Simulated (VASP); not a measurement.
# BiS4 (Im-3m) in VASP: further runs

BiS4 is run at these levels: PBE; tasks: relaxation of cell and atoms, single point.

Everything below comes from runs of VASP 6.6.1. Logs are shortened: lines on timing, memory, paths and dates and some standing lists are left out, and cuts for length are marked.

## 1. The cell of the first run

It takes space group Im-3m (No. 229, cubic). The conventional cell has a = 6.738 Å, b = 6.738 Å, c = 6.738 Å, α = 90.00°, β = 90.00°, γ = 90.00°. Bi (site symmetry m-3m) has 8 S at 2.92 Å within 3.8 Å. Within 3.8 Å of S (site symmetry -3m) lie 2 Bi at 2.92 Å and 6 S at 3.37 Å.

## 2. Relaxation of cell and atoms, PBE

INCAR

```
PREC = Accurate
ENCUT = 600
EDIFF = 1E-7
ISMEAR = 0
SIGMA = 0.1
LREAL = False
LASPH = True
NELM = 80
ALGO = Normal
ISIF = 3
LWAVE = False
LCHARG = False
GGA = PE
IBRION = 2
NSW = 90
EDIFFG = -0.04
```

KPOINTS

```
Automatic mesh
0
Gamma
  4 4 4
```

POSCAR

```
BiS4
1.0
   -3.3688739800      3.3688739800      3.3688739800
    3.3688739800     -3.3688739800      3.3688739800
    3.3688739800      3.3688739800     -3.3688739800
Bi S
1 4
Direct
    0.0000000000      0.0000000000      0.0000000000
    0.5000000000      0.5000000000      0.5000000000
    0.0000000000      0.0000000000      0.5000000000
    0.0000000000      0.5000000000      0.0000000000
    0.5000000000      0.0000000000      0.0000000000
```

Potentials or basis: VASP PAW PBE potentials, release 64 (Bi_d, S).

Command:

```console
$ cat potpaw_PBE.64/Bi_d/POTCAR potpaw_PBE.64/S/POTCAR > POTCAR
$ mpirun -np 1 vasp_std > vasp.out
```

OUTCAR:

```text
PREC = Accurate
   ENCUT = 600
   EDIFF = 1E-7
   ISMEAR = 0
   LREAL = False
   LASPH = True
   NELM = 80
   ISIF = 3
   GGA = PE
   IBRION = 2
   NSW = 90
   EDIFFG = -0.04

 ion  position               nearest neighbor table
   1  0.000  0.000  0.000-   2 2.92   3 2.92   4 2.92   5 2.92   3 2.92   4 2.92   5 2.92   2 2.92

   2  0.500  0.500  0.500-   1 2.92   1 2.92
   3  0.000  0.000  0.500-   1 2.92   1 2.92
   4  0.000  0.500  0.000-   1 2.92   1 2.92
   5  0.500  0.000  0.000-   1 2.92   1 2.92

  LATTYP: Found a body centered cubic cell.
 ALAT       =     6.7377479600

  Lattice vectors:

 A1 = (  -3.3688739800,   3.3688739800,   3.3688739800)
 A2 = (   3.3688739800,  -3.3688739800,   3.3688739800)
 A3 = (   3.3688739800,   3.3688739800,  -3.3688739800)

Analysis of symmetry for initial positions (statically):
=====================================================================
 Subroutine PRICEL returns:
 Original cell was already a primitive cell.

 Routine SETGRP: Setting up the symmetry group for a
 body centered cubic supercell.

 Subroutine GETGRP returns: Found 48 space group operations
 (whereof 48 operations were pure point group operations)
 out of a pool of 48 trial point group operations.

The static configuration has the point symmetry O_h .

Analysis of symmetry for dynamics (positions and initial velocities):
=====================================================================
 Subroutine PRICEL returns:
 Original cell was already a primitive cell.

 Routine SETGRP: Setting up the symmetry group for a
 body centered cubic supercell.

 Subroutine GETGRP returns: Found 48 space group operations
 (whereof 48 operations were pure point group operations)
 out of a pool of 48 trial point group operations.

The dynamic configuration has the point symmetry O_h .

 Subroutine INISYM returns: Found 48 space group operations
 (whereof 48 operations are pure point group operations),
 and found     1 'primitive' translations

----------------------------------------------------------------------------------------

                                     Primitive cell

  volume of cell :     152.9376

  direct lattice vectors                    reciprocal lattice vectors
    -3.368873980  3.368873980  3.368873980     0.000000000  0.148417543  0.148417543
     3.368873980 -3.368873980  3.368873980     0.148417543  0.000000000  0.148417543
     3.368873980  3.368873980 -3.368873980     0.148417543  0.148417543  0.000000000

  length of vectors
     5.835060898  5.835060898  5.835060898     0.209894103  0.209894103  0.209894103

  position of ions in fractional coordinates (direct lattice)
     0.000000000  0.000000000  0.000000000
     0.500000000  0.500000000  0.500000000
     0.000000000  0.000000000  0.500000000
     0.000000000  0.500000000  0.000000000
     0.500000000  0.000000000  0.000000000

  ion indices of the primitive-cell ions
   primitive index   ion index
                 1           1
                 2           2
                 3           3
                 4           4
                 5           5

----------------------------------------------------------------------------------------

 KPOINTS: Automatic mesh

Automatic generation of k-mesh.
 Grid dimensions read from file:
 generate k-points for:    4    4    4

 Generating k-lattice:

  Cartesian coordinates                     Fractional coordinates (reciprocal lattice)
     0.000000000  0.037104386  0.037104386     0.250000000  0.000000000  0.000000000
     0.037104386  0.000000000  0.037104386     0.000000000  0.250000000  0.000000000
     0.037104386  0.037104386  0.000000000     0.000000000  0.000000000  0.250000000

  Length of vectors
     0.052473526  0.052473526  0.052473526

  Shift w.r.t. Gamma in fractional coordinates (k-lattice)
     0.000000000  0.000000000  0.000000000

 Subroutine IBZKPT returns following result:
 ===========================================

 Found      8 irreducible k-points:

 Following reciprocal coordinates:
            Coordinates               Weight
  0.000000  0.000000  0.000000      1.000000
  0.250000  0.000000  0.000000     12.000000
  0.500000  0.000000  0.000000      6.000000
  0.250000  0.250000  0.000000     24.000000
  0.250000  0.250000  0.250000      2.000000
 -0.250000  0.250000  0.250000      6.000000
  0.500000  0.500000  0.250000     12.000000
  0.500000  0.500000  0.500000      1.000000
   k-points           NKPTS =      8   k-points in BZ     NKDIM =      8   number of bands    NBANDS=     23
   number of dos      NEDOS =    301   number of ions     NIONS =      5
   total plane-waves  NPLWV = 110592
   dimension x,y,z NGX =    48 NGY =   48 NGZ =   48
   dimension x,y,z NGXF=    96 NGYF=   96 NGZF=   96
   ions per type =               1   4
   NGX,Y,Z   is equivalent  to a cutoff of  13.68, 13.68, 13.68 a.u.
   NGXF,Y,Z  is equivalent  to a cutoff of  27.35, 27.35, 27.35 a.u.
 SYSTEM =  unknown system
   PREC   = accura    normal or accurate (medium, high low for compatibility)
   ISTART =      0    job   : 0-new  1-cont  2-samecut
   ICHARG =      2    charge: 1-file 2-atom 10-const
   ISPIN  =      1    spin polarized calculation?
   LNONCOLLINEAR =      F non collinear calculations
   LSORBIT =      F    spin-orbit coupling
   LASPH  =      T    aspherical Exc in radial PAW
   ENCUT  =  600.0 eV  44.10 Ry    6.64 a.u.  11.65 11.65 11.65*2*pi/ulx,y,z
   NELM   =     80;   NELMIN=  2; NELMDL= -5     # of ELM steps
   EDIFF  = 0.1E-06   stopping-criterion for ELM
   LREAL  =      F    real-space projection
   EDIFFG = -.4E-01   stopping-criterion for IOM
   NSW    =     90    number of steps for IOM
   IBRION =      2    ionic relax: 0-MD 1-quasi-New 2-CG
   NFREE  =      1    steps in history (QN), initial steepest desc. (CG)
   ISIF   =      3    stress and relaxation
   ISYM   =      2    0-nonsym 1-usesym 2-fastsym
   POTIM  = 0.5000    time-step for ionic-motion
   TEBEG  =    0.0;   TEEND  =   0.0 temperature during run
   PSTRESS=    0.0 pullay stress
   NELECT =      39.0000    total number of electrons
   NUPDOWN=      -1.0000    fix difference up-down
   EMIN   =  10.00;   EMAX   =-10.00  energy-range for DOS
   EFERMI =   0.00;   METHOD = LEGACY
   ISMEAR =     0;   SIGMA  =   0.10  broadening in eV -4-tet -1-fermi 0-gaus
   EFERMI_NEDOS =   21; number of points for ismear=-14 and -15
   IALGO  =     38    algorithm
   IMIX   =      4    mixing-type and parameters
     AMIX     =   0.40;   BMIX     =  1.00
     AMIX_MAG =   1.60;   BMIX_MAG =  1.00
  volume/ion in A,a.u.               =      30.59       206.41
  Fermi-wavevector in a.u.,A,eV,Ry     =   1.038146  1.961811 14.663629  1.077746
  Thomas-Fermi vector in A             =   2.172616
   LORBIT       =      0    0 simple, 1 ext, 2 COOP (PROOUT), +10 PAW based schemes
   GGA     = PE    functional components
   LHFCALC =     F    Hartree Fock is set to
   AEXX    =    0.0000 exact exchange contribution
   IVDW    =     0    specifies the selected vdW correction
   LEPSILON=     F    determine dielectric tensor
   LRPA    =     F    only Hartree local field effects (RPA)
 conjugate gradient relaxation of ions
 non-spin polarized calculation
 Gauss-broadening in eV      SIGMA  =   0.10
  energy-cutoff  :      600.00
  volume of cell :      152.94
 maximum number of plane-waves:      5162
 NGX is ok and might be reduce to    48
   NGX = 23   NGY = 23   NGZ = 23

--------------------------------------- Ionic step        1  -------------------------------------------

 number of electron      38.9999998 magnetization

 Free energy of the ion-electron system (eV)
  ---------------------------------------------------
  ext. energy  EPLUGINS =         0.00000000
  ---------------------------------------------------
  free energy    TOTEN  =       -15.72997892 eV

  energy without entropy =      -15.67037608  energy(sigma->0) =      -15.70017750

------------------------ aborting loop because EDIFF is reached ----------------------------------------

  FORCE on cell =-STRESS in cart. coord.  units (eV):
  Direction    XX          YY          ZZ          XY          YZ          ZX
  --------------------------------------------------------------------------------------
  -------------------------------------------------------------------------------------
  Total       -5.1247204     -5.1247204     -5.1247204      0.0000000     -0.0000000      0.0000000
  in kB      -53.6866704    -53.6866704    -53.6866704      0.0000000     -0.0000000      0.0000000
  external PRESSURE =     -53.6866704 kB  Pullay stress =       0.0000000 kB

 VOLUME and BASIS-vectors are now :
 -----------------------------------------------------------------------------
  energy-cutoff  :      600.00
  volume of cell :      152.94
      direct lattice vectors                 reciprocal lattice vectors
    -3.368873980  3.368873980  3.368873980     0.000000000  0.148417543  0.148417543
     3.368873980 -3.368873980  3.368873980     0.148417543  0.000000000  0.148417543
     3.368873980  3.368873980 -3.368873980     0.148417543  0.148417543  0.000000000
[... 40 lines left out ...]
 POSITION                                       TOTAL-FORCE (eV/Angst)
 -----------------------------------------------------------------------------------
      3.20230      3.20230      3.20230        -0.000000      0.000000      0.000000
      1.60115      1.60115      1.60115         0.000000     -0.000000      0.000000
      1.60115      1.60115     -1.60115         0.000000      0.000000     -0.000000
      1.60115      4.80344      1.60115        -0.000000     -0.000000     -0.000000
     -1.60115      1.60115      1.60115        -0.000000     -0.000000     -0.000000
 -----------------------------------------------------------------------------------
    total drift:                               -0.000000      0.000000     -0.000000

  FREE ENERGIE OF THE ION-ELECTRON SYSTEM (eV)
  ---------------------------------------------------
  free  energy   TOTEN  =       -16.1716634079 eV

  energy  without entropy=      -16.1169179986  energy(sigma->0) =      -16.14429070

--------------------------------------- Ionic step        3  -------------------------------------------

 number of electron      39.0000005 magnetization

 Free energy of the ion-electron system (eV)
  ---------------------------------------------------
  ext. energy  EPLUGINS =         0.00000000
  ---------------------------------------------------
  free energy    TOTEN  =       -16.17376355 eV

  energy without entropy =      -16.11960408  energy(sigma->0) =      -16.14668381

 E-fermi :   3.2342     XC(G=0):  -8.9855

 val. band max:        3.2288890028   @ k =   0.0000   0.0000   0.0000
 cond. band min:       3.2534784342   @ k =   0.2500   0.2500   0.0000
 fundamental gap:      0.0245894314
 Fermi energy:         3.2341790408

 k-point     1 :       0.0000    0.0000    0.0000
  band No.  band energies     occupation
      1     -19.5942      2.00000
      2     -19.5942      2.00000
      3     -19.5942      2.00000
      4     -19.5507      2.00000
      5     -19.5507      2.00000
      6     -10.9538      2.00000
[... 15 lines left out ...]
     22       4.6758      0.00000
     23       8.0091      0.00000
[... 202 lines left out ...]
 POSITION                                       TOTAL-FORCE (eV/Angst)
 -----------------------------------------------------------------------------------
      0.00000      0.00000      0.00000         0.000000     -0.000000      0.000000
      1.59573      1.59573      1.59573        -0.000000     -0.000000     -0.000000
      1.59573      1.59573     -1.59573        -0.000000      0.000000      0.000000
      1.59573     -1.59573      1.59573         0.000000     -0.000000      0.000000
     -1.59573      1.59573      1.59573         0.000000      0.000000     -0.000000
 -----------------------------------------------------------------------------------
    total drift:                                0.000000      0.000000     -0.000000

  FREE ENERGIE OF THE ION-ELECTRON SYSTEM (eV)
  ---------------------------------------------------
  free  energy   TOTEN  =       -16.1737635452 eV

  energy  without entropy=      -16.1196040789  energy(sigma->0) =      -16.14668381

 reached required accuracy - stopping structural energy minimisation
```

Run time: 1.9 min. Hardware: 1 thread of Intel Xeon Platinum 8488C (Sapphire Rapids), shared host; peak memory 0.35 GiB.

Results:

* Free energy: -16.1738 eV
* Relaxed volume: 26.01 Å³/atom
* Relaxed cell: a = 5.528 Å, b = 5.528 Å, c = 5.528 Å, α = 109.47°, β = 109.47°, γ = 109.47°
* Space group after relaxing (to 0.05 Å): Im-3m (No. 229)
* Energy gained by relaxing: 88.8 meV/atom
* Ionic steps: 3
* Pressure after relaxing: 0.0 GPa

The path:
```tsv
step	energy change (eV)	largest force (eV/Å)	pressure (GPa)	volume (Å³)
1	0.0000	0.0000	-5.37	152.94
2	-0.4417	0.0000	-0.48	131.35
3	-0.4438	0.0000	-0.01	130.03
```

Final structure:
```
Bi S
1.0
    -3.19146    3.19146    3.19146
     3.19146   -3.19146    3.19146
     3.19146    3.19146   -3.19146
Bi S
1 4
Direct
  0.00000 0.00000 0.00000
  0.50000 0.50000 0.50000
  0.00000 0.00000 0.50000
  0.00000 0.50000 0.00000
  0.50000 0.00000 0.00000
```

Caveat: spin-orbit coupling is left out, which moves the levels of the heavy elements.

## 3. Single point, PBE

This run uses another cell than the first one, of 25.89 Å³/atom, 0.847 times its volume.

INCAR

```
PREC = Accurate ; ENCUT = 520
EDIFF = 1E-6 ; ISMEAR = 0
SIGMA = 0.1 ; LREAL = False
LASPH = True ; NELM = 60
ALGO = Normal ; ISIF = 2
LWAVE = False ; LCHARG = False
GGA = PE ; NBANDS = 28
```

KPOINTS

```
Automatic mesh
0
Gamma
  8 8 8
```

Edit POSCAR of step 2 so:

```diff
@@ -2,5 +2,5 @@
 1.0
-   -3.3688739800      3.3688739800      3.3688739800
-    3.3688739800     -3.3688739800      3.3688739800
-    3.3688739800      3.3688739800     -3.3688739800
+   -3.1868959755      3.1868959755      3.1868959755
+    3.1868959755     -3.1868959755      3.1868959755
+    3.1868959755      3.1868959755     -3.1868959755
 Bi S
```

Potentials or basis: VASP PAW PBE potentials, release 64 (Bi_d, S).

Command:

```console
$ cat potpaw_PBE.64/Bi_d/POTCAR potpaw_PBE.64/S/POTCAR > POTCAR
$ mpirun -np 1 vasp_std > vasp.out
```

Run time: 1.7 min. Hardware: 1 thread of Intel Xeon Platinum 8488C (Sapphire Rapids), shared host; peak memory 0.3 GiB.

It converged, with:

* Free energy: -16.2982 eV
* Pressure: 0.0 GPa

Levels at points of the mesh, in eV from the Fermi level:
```
           k point  band 17  band 18  band 19  band 20  band 21  band 22
(0.00, 0.00, 0.00)    -0.07    -0.07    -0.07     0.20     1.39     1.39
(0.50, 0.00, 0.00)    -1.64    -0.92    -0.91    -0.41     0.55     0.66
(0.50, 0.50, 0.50)     0.37     0.37     0.37     0.90     0.90     0.90
```

Caveat: spin-orbit coupling is left out, which moves the levels of the heavy elements.

(Part 1 of 2 ends here.)
